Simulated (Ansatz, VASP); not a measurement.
# Two plane-wave programs on SiGe3

Contents of INCAR:

```
  PREC = Accurate
  ENCUT = 600
  EDIFF = 1E-6
  ISMEAR = 0
  SIGMA = 0.1
  LREAL = F
  LASPH = T
  NELM = 100
  ALGO = Normal
  ISIF = 3
  LWAVE = F
  LCHARG = F
  GGA = PE
  IBRION = 2
  NSW = 100
  EDIFFG = -0.01
```

The input KPOINTS:

```
regular mesh
0
Gamma
  18 18 4
```

File POSCAR:

```
SiGe3
1.0
    2.7868706913      0.0000000000      0.0000000000
   -1.3934353457      2.4135008158      0.0000000000
    0.0000000000      0.0000000000     11.1291573283
Si Ge
1 3
Direct
    0.0000000000      0.0000000000      0.5000000000
    0.0000000000      0.0000000000      0.7392527212
    0.0000000000      0.0000000000      0.0000000000
    0.0000000000      0.0000000000      0.2607472788
```

Input for Ansatz:

```yaml
crystal:
  lattice:
    - [2.7868706913, 0.0, 0.0]
    - [-1.3934353457, 2.4135008158, 0.0]
    - [0.0, 0.0, 11.1291573283]
  atoms:
    - { symbol: Si, position: [0.0, 0.0, 0.5] }
    - { symbol: Ge, position: [0.0, 0.0, 0.7392527212] }
    - { symbol: Ge, position: [0.0, 0.0, 0.0] }
    - { symbol: Ge, position: [0.0, 0.0, 0.2607472788] }
basis:
  ecutwfc: 420
kpoints:
  mp_grid: { grid: [18, 18, 4] }
hamiltonian:
  xc: pbe
scf:
  occupations: { method: gaussian, width: 0.1 }
output:
  forces: true
  stress: true
  eigenvalues: true
  write_density: true
  write_potential: true
  elf: true
  volumetric_format: npy
relax:
  adjacent_minimum: "off"
  f_tol: 0.01
  max_steps: 80
  cell: { stress_tol: 0.05 }
```

Alike in both runs: task relaxation of cell and atoms; functional PBE; k mesh 18 × 18 × 4; occupations gaussian, width 0.1 eV; no spin polarisation.

```csv
,VASP,Ansatz
version,VASP 6.6.1,Ansatz 0.2.0
potentials or method,"VASP PAW PBE potentials, release 64 (Si, Ge_d), cutoff 600 eV","scalar-relativistic, plane waves, PAW"
valence electrons in the cell,46,46
```

|  | VASP | Ansatz | Ansatz less VASP |
| --- | --- | --- | --- |
| gap on the k mesh at the Fermi level, each at its own relaxed structure (eV) | none | none | - |
| relaxed volume (Å³/atom) | 18.27 | 18.27 | -0.007 |
| relaxed cell length with the largest relative difference (Å) | 2.830 | 2.829 | -0.0005 |

A gap of «none» marks a metal or a gap that the smearing closes.

Noted on VASP's run: too few bands were computed for a metal, which touches its energy and stress.
